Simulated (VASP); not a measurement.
V, 2 atoms in the cell. The structure is tetragonal, space group I4_1/amd (No. 141). Conventional cell: a = 3.880 Å, b = 3.880 Å, c = 2.231 Å, α = 90.00°, β = 90.00°, γ = 90.00°. V (site symmetry -4m2) has 10 V at 2.02 to 2.56 Å within 2.7 Å.  This cell differs from its parent crystal: volume scaled by 0.6.

```yaml
Program: VASP 6.6.1
Task: single point
Functional: PBE
Potentials_or_basis: VASP PAW PBE potentials, release 64 (V_sv)
Cutoff: 520 eV
k_mesh: 17 × 17 × 17
Occupations: fermi-dirac, width 0.05 eV
Spin: no spin polarisation
Dipole_correction: no
Further_INCAR_settings: ALGO = Normal; EDIFF = 1e-06; NBANDS = 20
```

Potentials or basis: VASP PAW PBE potentials, release 64 (V_sv).

The run is started by

```sh
$ cat potpaw_PBE.64/V_sv/POTCAR > POTCAR
$ mpirun -np 1 vasp_std > vasp.out
```

Hardware: 1 thread of Intel(R) Xeon(R) Platinum 8375C CPU @ 2.90GHz (Ice Lake) (shared host).

Q: Estimate the wall time of this run.

A: Run time: 62 s on 1 thread of Intel(R) Xeon(R) Platinum 8375C CPU @ 2.90GHz (Ice Lake) (shared host), peak memory 0.23 GiB. Counts: scf iterations 13, k points 405.
